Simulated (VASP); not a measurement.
KCl, 2 atoms in the cell. The structure is cubic, space group Fm-3m (No. 225). The conventional cell has a = 6.312 Å, b = 6.312 Å, c = 6.312 Å, α = 90.00°, β = 90.00°, γ = 90.00°. K (site symmetry m-3m) has 6 Cl at 3.16 Å within 4.2 Å. Cl (site symmetry m-3m) has 6 K at 3.16 Å within 4.2 Å. 

* Program: VASP 6.6.1
* Task: single point
* Functional: PBEsol
* Potentials or basis: VASP PAW PBE potentials, release 64 (K_sv, Cl)
* Cutoff: 520 eV
* k mesh: 6 × 6 × 6
* Occupations: gaussian, width 0.05 eV
* Spin: no spin polarisation
* Dipole correction: no
* Further INCAR settings: ALGO = Normal; EDIFF = 1e-07; NBANDS = 15

Potentials or basis: VASP PAW PBE potentials, release 64 (K_sv, Cl).

Launch:

```console
$ cat potpaw_PBE.64/K_sv/POTCAR potpaw_PBE.64/Cl/POTCAR > POTCAR
$ mpirun -np 1 vasp_std > vasp.out
```

Hardware: 1 thread of AMD EPYC 7R13 (shared host).

**Question.** Estimate the wall time of this run.

**Answer.** Run time: 55 s on 1 thread of AMD EPYC 7R13 (shared host), peak memory 0.17 GiB. Counts: scf iterations 13, k points 16.
